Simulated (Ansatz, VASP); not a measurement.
## Two plane-wave programs on W

```
W
1.0
     5.15214    0.00000    0.00000
     0.00000    5.15214    0.00000
     0.00000    0.00000    5.15214
W
8
Direct
  0.00000 0.00000 0.00000
  0.50000 0.50000 0.50000
  0.00000 0.50000 0.25000
  0.00000 0.50000 0.75000
  0.25000 0.00000 0.50000
  0.75000 0.00000 0.50000
  0.50000 0.75000 0.00000
  0.50000 0.25000 0.00000
```

Alike in both runs: task single point; functional r2SCAN; k mesh 8 × 8 × 8; occupations gaussian, width 0.1 eV; no spin polarisation.

|  | VASP | Ansatz |
| --- | --- | --- |
| version | VASP 6.6.1 | Ansatz 0.2.0 |
| potentials or method | VASP PAW PBE potentials, release 64 (W_sv), cutoff 520 eV | scalar-relativistic, plane waves, PAW |
| valence electrons in the cell | 112 | 112 |

Ansatz gave:

* gap on the k mesh at the Fermi level (eV): none
* pressure (GPa): -16.2

Question: What did VASP give for the same quantities?

Answer: gap on the k mesh at the Fermi level (eV): none; pressure (GPa): -15.3.

VASP's potentials were made for PBE, not for r2SCAN. A gap of «none» marks a metal or a gap that the smearing closes.

Spin-orbit coupling is off throughout.
